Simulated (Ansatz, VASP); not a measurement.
## Two plane-wave programs on Be

```xyz
2
Lattice="2.2261 0.0000 0.0000 -1.1130 1.9278 0.0000 0.0000 0.0000 3.5163" Properties=species:S:1:pos:R:3 pbc="T T T"
Be    0.0000    1.2852    0.8791
Be    1.1130    0.6426    2.6372
```

Alike in both runs: functional LDA; k mesh 21 × 21 × 12; occupations gaussian, width 0.1 eV; no spin polarisation.

Ansatz relaxed the structure, and its values are those at the end. VASP's run is a single point on that final structure, the one shown.

```csv
,VASP,Ansatz
version,VASP 6.6.1,Ansatz 0.2.0
potentials or method,"VASP PAW LDA potentials, release 64 (Be), cutoff 600 eV","scalar-relativistic, plane waves, PAW"
valence electrons in the cell,4,4
```

Ansatz gave:

* gap on the k mesh at the Fermi level (eV): none
* pressure (GPa): 0.0

Problem. What did VASP give for the same quantities?

Solution. gap on the k mesh at the Fermi level (eV): none; pressure (GPa): 0.5.

LDA's correlation is that of Perdew and Zunger in VASP and of Perdew and Wang (1992) in Ansatz. A gap of «none» marks a metal or a gap that the smearing closes.
